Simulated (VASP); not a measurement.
# CdSe (Fm-3m) in VASP: single point with PBE

Aim: the single point of CdSe with PBE.

Everything below comes from runs of VASP 6.6.1. Logs are shortened: lines on timing, memory, paths and dates and some standing lists are left out, and cuts for length are marked.

### Step 1. The cell of the first run

It takes space group Fm-3m (No. 225, cubic). The conventional cell has a = 5.748 Å, b = 5.748 Å, c = 5.748 Å, α = 90.00°, β = 90.00°, γ = 90.00°. Within 3.8 Å of Cd (site symmetry m-3m) lie 6 Se at 2.87 Å. Within 3.8 Å of Se (site symmetry m-3m) lie 6 Cd at 2.87 Å.

### Step 2. Single point, PBE

Contents of INCAR:

```
SYSTEM = CdSe
PREC = Accurate ; ENCUT = 500
EDIFF = 1E-6 ; ISMEAR = 0
SIGMA = 0.1 ; LREAL = .FALSE.
LASPH = .TRUE. ; NELM = 120
ALGO = Normal ; ISIF = 2
LWAVE = .FALSE. ; LCHARG = .TRUE.
GGA = PE ; LELF = .TRUE.
LVHAR = .TRUE. ; NBANDS = 16
GGA_COMPAT = .FALSE.
```

Contents of KPOINTS:

```
regular mesh
0
G
  6 6 6
  0 0 0
```

Contents of POSCAR:

```
CdSe
1.0
    0.0000000000      2.8739580000      2.8739580000
    2.8739580000      0.0000000000      2.8739580000
    2.8739580000      2.8739580000      0.0000000000
Cd Se
1 1
Direct
    0.0000000000      0.0000000000      0.0000000000
    0.5000000000      0.5000000000      0.5000000000
```

Potentials or basis: VASP PAW PBE potentials, release 64 (Cd, Se).

Launch:

```
$ cat potpaw_PBE.64/Cd/POTCAR potpaw_PBE.64/Se/POTCAR > POTCAR
$ mpirun -np 1 vasp_std > vasp.out
```

OUTCAR:

```text
SYSTEM = CdSe
   PREC = Accurate
   ENCUT = 500
   EDIFF = 1E-6
   ISMEAR = 0
   LREAL = .FALSE.
   LASPH = .TRUE.
   NELM = 120
   ISIF = 2
   GGA = PE

 ion  position               nearest neighbor table
   1  0.000  0.000  0.000-   2 2.87   2 2.87   2 2.87   2 2.87   2 2.87   2 2.87
   2  0.500  0.500  0.500-   1 2.87   1 2.87   1 2.87   1 2.87   1 2.87   1 2.87

  LATTYP: Found a face centered cubic cell.
 ALAT       =     5.7479160000

  Lattice vectors:

 A1 = (   0.0000000000,   2.8739580000,   2.8739580000)
 A2 = (   2.8739580000,   0.0000000000,   2.8739580000)
 A3 = (   2.8739580000,   2.8739580000,   0.0000000000)

Analysis of symmetry for initial positions (statically):
=====================================================================
 Subroutine PRICEL returns:
 Original cell was already a primitive cell.

 Routine SETGRP: Setting up the symmetry group for a
 face centered cubic supercell.

 Subroutine GETGRP returns: Found 48 space group operations
 (whereof 48 operations were pure point group operations)
 out of a pool of 48 trial point group operations.

The static configuration has the point symmetry O_h .

Analysis of symmetry for dynamics (positions and initial velocities):
=====================================================================
 Subroutine PRICEL returns:
 Original cell was already a primitive cell.

 Routine SETGRP: Setting up the symmetry group for a
 face centered cubic supercell.

 Subroutine GETGRP returns: Found 48 space group operations
 (whereof 48 operations were pure point group operations)
 out of a pool of 48 trial point group operations.

The dynamic configuration has the point symmetry O_h .

 Subroutine INISYM returns: Found 48 space group operations
 (whereof 48 operations are pure point group operations),
 and found     1 'primitive' translations

----------------------------------------------------------------------------------------

                                     Primitive cell

  volume of cell :      47.4757

  direct lattice vectors                    reciprocal lattice vectors
     0.000000000  2.873958000  2.873958000    -0.173976098  0.173976098  0.173976098
     2.873958000  0.000000000  2.873958000     0.173976098 -0.173976098  0.173976098
     2.873958000  2.873958000  0.000000000     0.173976098  0.173976098 -0.173976098

  length of vectors
     4.064390381  4.064390381  4.064390381     0.301335442  0.301335442  0.301335442

  position of ions in fractional coordinates (direct lattice)
     0.000000000  0.000000000  0.000000000
     0.500000000  0.500000000  0.500000000

  ion indices of the primitive-cell ions
   primitive index   ion index
                 1           1
                 2           2

----------------------------------------------------------------------------------------

 KPOINTS: regular mesh

Automatic generation of k-mesh.
 Grid dimensions read from file:
 generate k-points for:    6    6    6

 Generating k-lattice:

  Cartesian coordinates                     Fractional coordinates (reciprocal lattice)
    -0.028996016  0.028996016  0.028996016     0.166666667  0.000000000  0.000000000
     0.028996016 -0.028996016  0.028996016     0.000000000  0.166666667  0.000000000
     0.028996016  0.028996016 -0.028996016     0.000000000  0.000000000  0.166666667

  Length of vectors
     0.050222574  0.050222574  0.050222574

  Shift w.r.t. Gamma in fractional coordinates (k-lattice)
     0.000000000  0.000000000  0.000000000

 Subroutine IBZKPT returns following result:
 ===========================================

 Found     16 irreducible k-points:

 Following reciprocal coordinates:
            Coordinates               Weight
  0.000000  0.000000  0.000000      1.000000
  0.166667  0.000000  0.000000      8.000000
  0.333333  0.000000  0.000000      8.000000
  0.500000  0.000000  0.000000      4.000000
  0.166667  0.166667  0.000000      6.000000
  0.333333  0.166667  0.000000     24.000000
[... 8 lines left out ...]
 -0.333333  0.333333  0.166667     24.000000
 -0.333333  0.500000  0.166667     12.000000
   k-points           NKPTS =     16   k-points in BZ     NKDIM =     16   number of bands    NBANDS=     16
   number of dos      NEDOS =    301   number of ions     NIONS =      2
   total plane-waves  NPLWV =  27000
   dimension x,y,z NGX =    30 NGY =   30 NGZ =   30
   dimension x,y,z NGXF=    60 NGYF=   60 NGZF=   60
   ions per type =               1   1
   NGX,Y,Z   is equivalent  to a cutoff of  12.27, 12.27, 12.27 a.u.
   NGXF,Y,Z  is equivalent  to a cutoff of  24.54, 24.54, 24.54 a.u.
 SYSTEM =  CdSe
   PREC   = accura    normal or accurate (medium, high low for compatibility)
   ISTART =      0    job   : 0-new  1-cont  2-samecut
   ICHARG =      2    charge: 1-file 2-atom 10-const
   ISPIN  =      1    spin polarized calculation?
   LNONCOLLINEAR =      F non collinear calculations
   LSORBIT =      F    spin-orbit coupling
   LASPH  =      T    aspherical Exc in radial PAW
   ENCUT  =  500.0 eV  36.75 Ry    6.06 a.u.   7.41  7.41  7.41*2*pi/ulx,y,z
   NELM   =    120;   NELMIN=  2; NELMDL= -5     # of ELM steps
   EDIFF  = 0.1E-05   stopping-criterion for ELM
   LREAL  =      F    real-space projection
   EDIFFG = 0.1E-04   stopping-criterion for IOM
   NSW    =      0    number of steps for IOM
   IBRION =     -1    ionic relax: 0-MD 1-quasi-New 2-CG
   NFREE  =      0    steps in history (QN), initial steepest desc. (CG)
   ISIF   =      2    stress and relaxation
   ISYM   =      2    0-nonsym 1-usesym 2-fastsym
   POTIM  = 0.5000    time-step for ionic-motion
   TEBEG  =    0.0;   TEEND  =   0.0 temperature during run
   PSTRESS=    0.0 pullay stress
   NELECT =      18.0000    total number of electrons
   NUPDOWN=      -1.0000    fix difference up-down
   EMIN   =  10.00;   EMAX   =-10.00  energy-range for DOS
   EFERMI =   0.00;   METHOD = LEGACY
   ISMEAR =     0;   SIGMA  =   0.10  broadening in eV -4-tet -1-fermi 0-gaus
   EFERMI_NEDOS =   21; number of points for ismear=-14 and -15
   IALGO  =     38    algorithm
   IMIX   =      4    mixing-type and parameters
     AMIX     =   0.40;   BMIX     =  1.00
     AMIX_MAG =   1.60;   BMIX_MAG =  1.00
  volume/ion in A,a.u.               =      23.74       160.19
  Fermi-wavevector in a.u.,A,eV,Ry     =   1.184882  2.239103 19.101849  1.403946
  Thomas-Fermi vector in A             =   2.321088
   LORBIT       =      0    0 simple, 1 ext, 2 COOP (PROOUT), +10 PAW based schemes
   GGA     = PE    functional components
   LHFCALC =     F    Hartree Fock is set to
   AEXX    =    0.0000 exact exchange contribution
   IVDW    =     0    specifies the selected vdW correction
   LEPSILON=     F    determine dielectric tensor
   LRPA    =     F    only Hartree local field effects (RPA)
 non-spin polarized calculation
 Gauss-broadening in eV      SIGMA  =   0.10
  energy-cutoff  :      500.00
  volume of cell :       47.48
 maximum number of plane-waves:      1243
 NGX is ok and might be reduce to    30
   NGX = 15   NGY = 15   NGZ = 15

 number of electron      18.0000008 magnetization

 Free energy of the ion-electron system (eV)
  ---------------------------------------------------
  ext. energy  EPLUGINS =         0.00000000
  ---------------------------------------------------
  free energy    TOTEN  =        -5.20167531 eV

  energy without entropy =       -5.19812266  energy(sigma->0) =       -5.19989898

 E-fermi :   2.2906     XC(G=0):  -9.9987

 val. band max:        2.2219693058   @ k =  -0.1667   0.1667   0.0000
 cond. band min:       2.3445445491   @ k =   0.0000   0.0000   0.0000
 fundamental gap:      0.1225752433
 Fermi energy:         2.2906229637

 k-point     1 :       0.0000    0.0000    0.0000
  band No.  band energies     occupation
      1     -10.6226      2.00000
      2      -5.6494      2.00000
      3      -5.6494      2.00000
      4      -5.6334      2.00000
      5      -5.6334      2.00000
      6      -5.6334      2.00000
[... 8 lines left out ...]
     15      12.0270      0.00000
     16      12.0270      0.00000

 k-point     2 :       0.1667    0.0000    0.0000
  band No.  band energies     occupation
      1     -10.4307      2.00000
      2      -5.7038      2.00000
      3      -5.7038      2.00000
      4      -5.6500      2.00000
      5      -5.6013      2.00000
      6      -5.6013      2.00000
[... 8 lines left out ...]
     15      11.8286      0.00000
     16      11.8286      0.00000

 k-point     3 :       0.3333    0.0000    0.0000
  band No.  band energies     occupation
      1      -9.9854      2.00000
      2      -5.8127      2.00000
      3      -5.8127      2.00000
      4      -5.7138      2.00000
      5      -5.5323      2.00000
      6      -5.5323      2.00000
[... 8 lines left out ...]
     15      13.3736      0.00000
     16      13.3736      0.00000

 k-point     4 :       0.5000    0.0000    0.0000
  band No.  band energies     occupation
      1      -9.7182      2.00000
      2      -5.8654      2.00000
      3      -5.8654      2.00000
      4      -5.7769      2.00000
      5      -5.4972      2.00000
      6      -5.4972      2.00000
[... 8 lines left out ...]
     15      15.1228      0.00000
     16      15.1228      0.00000

 k-point     5 :       0.1667    0.1667    0.0000
  band No.  band energies     occupation
      1     -10.3831      2.00000
      2      -5.7461      2.00000
      3      -5.6593      2.00000
      4      -5.6305      2.00000
      5      -5.5978      2.00000
      6      -5.5978      2.00000
[... 8 lines left out ...]
     15      13.9875      0.00000
     16      13.9875      0.00000

 k-point     6 :       0.3333    0.1667    0.0000
  band No.  band energies     occupation
      1     -10.0637      2.00000
      2      -5.7640      2.00000
      3      -5.6950      2.00000
      4      -5.6815      2.00000
      5      -5.5492      2.00000
      6      -5.5236      2.00000
[... 8 lines left out ...]
     15      14.2123      0.00000
     16      14.5061      0.00000

 k-point     7 :       0.5000    0.1667    0.0000
  band No.  band energies     occupation
      1      -9.7559      2.00000
      2      -5.7959      2.00000
      3      -5.7273      2.00000
      4      -5.7126      2.00000
      5      -5.4884      2.00000
      6      -5.4883      2.00000
[... 8 lines left out ...]
     15      15.2588      0.00000
     16      15.3535      0.00000

 k-point     8 :      -0.3333    0.1667    0.0000
  band No.  band energies     occupation
      1      -9.8150      2.00000
      2      -5.8358      2.00000
      3      -5.7714      2.00000
      4      -5.6688      2.00000
      5      -5.5236      2.00000
      6      -5.4735      2.00000
[... 8 lines left out ...]
     15      13.5417      0.00000
     16      15.2827      0.00000

 k-point     9 :      -0.1667    0.1667    0.0000
  band No.  band energies     occupation
      1     -10.1689      2.00000
      2      -5.7886      2.00000
      3      -5.7364      2.00000
      4      -5.6564      2.00000
      5      -5.5818      2.00000
      6      -5.5315      2.00000
[... 8 lines left out ...]
     15      13.4084      0.00000
     16      14.0392      0.00000

 k-point    10 :       0.3333    0.3333    0.0000
  band No.  band energies     occupation
      1      -9.9808      2.00000
      2      -5.7112      2.00000
      3      -5.5926      2.00000
      4      -5.5284      2.00000
      5      -5.5057      2.00000
      6      -5.5057      2.00000
[... 8 lines left out ...]
     15      15.4042      0.00000
     16      17.0142      0.00000

 k-point    11 :       0.5000    0.3333    0.0000
  band No.  band energies     occupation
      1      -9.8221      2.00000
      2      -5.7116      2.00000
      3      -5.6479      2.00000
      4      -5.5133      2.00000
      5      -5.4662      2.00000
      6      -5.2302      2.00000
[... 8 lines left out ...]
     15      16.0985      0.00000
     16      16.9946      0.00000

 k-point    12 :      -0.3333    0.3333    0.0000
  band No.  band energies     occupation
      1      -9.7350      2.00000
      2      -5.7600      2.00000
      3      -5.7011      2.00000
      4      -5.5795      2.00000
      5      -5.4888      2.00000
      6      -5.2951      2.00000
[... 8 lines left out ...]
     15      13.9281      0.00000
     16      16.4660      0.00000

 k-point    13 :       0.5000    0.5000    0.0000
  band No.  band energies     occupation
      1      -9.8513      2.00000
      2      -5.7372      2.00000
      3      -5.5736      2.00000
      4      -5.4474      2.00000
      5      -5.4474      2.00000
      6      -4.9705      2.00000
[... 8 lines left out ...]
     15      16.5759      0.00000
     16      17.1303      0.00000

 k-point    14 :       0.5000    0.3333    0.1667
  band No.  band energies     occupation
      1      -9.8467      2.00000
      2      -5.7395      2.00000
      3      -5.6736      2.00000
      4      -5.6520      2.00000
      5      -5.5042      2.00000
      6      -5.4194      2.00000
[... 8 lines left out ...]
     15      15.5135      0.00000
     16      16.0880      0.00000

 k-point    15 :      -0.3333    0.3333    0.1667
  band No.  band energies     occupation
      1      -9.7349      2.00000
      2      -5.7775      2.00000
      3      -5.6457      2.00000
      4      -5.6289      2.00000
      5      -5.4729      2.00000
      6      -5.2977      2.00000
[... 8 lines left out ...]
     15      13.8535      0.00000
     16      16.5840      0.00000

 k-point    16 :      -0.3333    0.5000    0.1667
  band No.  band energies     occupation
      1      -9.7692      2.00000
      2      -5.6959      2.00000
      3      -5.6864      2.00000
      4      -5.5455      2.00000
      5      -5.4473      2.00000
      6      -5.0808      2.00000
[... 8 lines left out ...]
     15      15.2403      0.00000
     16      17.1364      0.00000

------------------------ aborting loop because EDIFF is reached ----------------------------------------

  FORCE on cell =-STRESS in cart. coord.  units (eV):
  Direction    XX          YY          ZZ          XY          YZ          ZX
  --------------------------------------------------------------------------------------
  -------------------------------------------------------------------------------------
  Total        0.0131846      0.0131846      0.0131846     -0.0000000      0.0000000      0.0000000
  in kB        0.4449441      0.4449441      0.4449441     -0.0000000      0.0000000      0.0000000
  external PRESSURE =       0.4449441 kB  Pullay stress =       0.0000000 kB

 VOLUME and BASIS-vectors are now :
 -----------------------------------------------------------------------------
  energy-cutoff  :      500.00
  volume of cell :       47.48
      direct lattice vectors                 reciprocal lattice vectors
     0.000000000  2.873958000  2.873958000    -0.173976098  0.173976098  0.173976098
     2.873958000  0.000000000  2.873958000     0.173976098 -0.173976098  0.173976098
     2.873958000  2.873958000  0.000000000     0.173976098  0.173976098 -0.173976098

 POSITION                                       TOTAL-FORCE (eV/Angst)
 -----------------------------------------------------------------------------------
      0.00000      0.00000      0.00000        -0.000000      0.000000     -0.000000
      2.87396      2.87396      2.87396         0.000000     -0.000000      0.000000
 -----------------------------------------------------------------------------------
    total drift:                               -0.000000      0.000000      0.000000

  FREE ENERGIE OF THE ION-ELECTRON SYSTEM (eV)
  ---------------------------------------------------
  free  energy   TOTEN  =        -5.2016753068 eV

  energy  without entropy=       -5.1981226584  energy(sigma->0) =       -5.19989898
```

It used 19 s of CPU time on 1 thread of AMD EPYC 7R13 Processor (Zen 3), with other jobs on the host.

Results:

```
Free energy            : -5.2017 eV
Pressure               : 0.0 GPa
Band gap on the k mesh : zero (band 9 reaches 2.22 eV, above the bottom of band 10 at 1.82 eV)
```
